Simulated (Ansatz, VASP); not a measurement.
**NbSi in VASP and in Ansatz**

The input INCAR:

```
ALGO = Normal
EDIFF = 1E-7
ENCUT = 520
GGA = CA
ISIF = 2
ISMEAR = -1
LASPH = T
LCHARG = F
LDAU = T
LDAUJ = 0 0
LDAUL = 2 -1
LDAUPRINT = 1
LDAUTYPE = 2
LDAUU = 5 0
LMAXMIX = 4
LREAL = F
LWAVE = F
NBANDS = 16
NELM = 150
PREC = Accurate
SIGMA = 0.05
```

Contents of KPOINTS:

```
k-points
0
Gamma
  9 9 9
```

File POSCAR:

```
NbSi
1.0
    0.0000000000      2.5738300000      2.5738300000
    2.5738300000      0.0000000000      2.5738300000
    2.5738300000      2.5738300000      0.0000000000
Nb Si
1 1
Direct
    0.0000000000      0.0000000000      0.0000000000
    0.5000000000      0.5000000000      0.5000000000
```

File input.yaml:

```yaml
crystal:
  lattice:
    - [0.0, 2.57383, 2.57383]
    - [2.57383, 0.0, 2.57383]
    - [2.57383, 2.57383, 0.0]
  atoms:
    - { symbol: Nb, position: [0.0, 0.0, 0.0] }
    - { symbol: Si, position: [0.5, 0.5, 0.5] }
hamiltonian:
  xc: lda
  pseudopotentials: { kind: paw }
  hubbard: { sites: [{ species: Nb, l: d, u_eff: 5.0 }] }
kpoints:
  mp_grid: { grid: [9, 9, 9] }
scf:
  occupations: { method: fermi_dirac, width: 0.05 }
  n_extra_bands: 6
output:
  forces: true
  stress: true
  eigenvalues: true
  dos: { projected: true, de: 0.05, nscf_kmesh: { grid: [14, 14, 14] } }
```

Alike in both runs: functional LDA; k mesh 9 × 9 × 9; occupations fermi-dirac, width 0.05 eV; no spin polarisation; Hubbard terms Nb d U = 5.0 eV.

```csv
,VASP,Ansatz
version,VASP 6.6.1,Ansatz 0.2.0
potentials or method,"VASP PAW LDA potentials, release 64 (Nb_sv, Si)",Ansatz PAW
plane-wave cutoff (eV),520,420
valence electrons in the cell,17,17
task,single point,projected density of states
```

Ansatz gave:

| Quantity | Value |
| --- | --- |
| gap on the k mesh at the Fermi level (eV) | none |
| pressure (GPa) | -4.9 |

**Question.** Estimate VASP's values.

**Answer.** gap on the k mesh at the Fermi level (eV): none; pressure (GPa): -1.0.

LDA's correlation is that of Perdew and Zunger in VASP and of Perdew and Wang (1992) in Ansatz. The programs project onto different local orbitals, so the same U acts differently, and such runs can settle in different states. A gap of «none» marks a metal or a gap that the smearing closes.
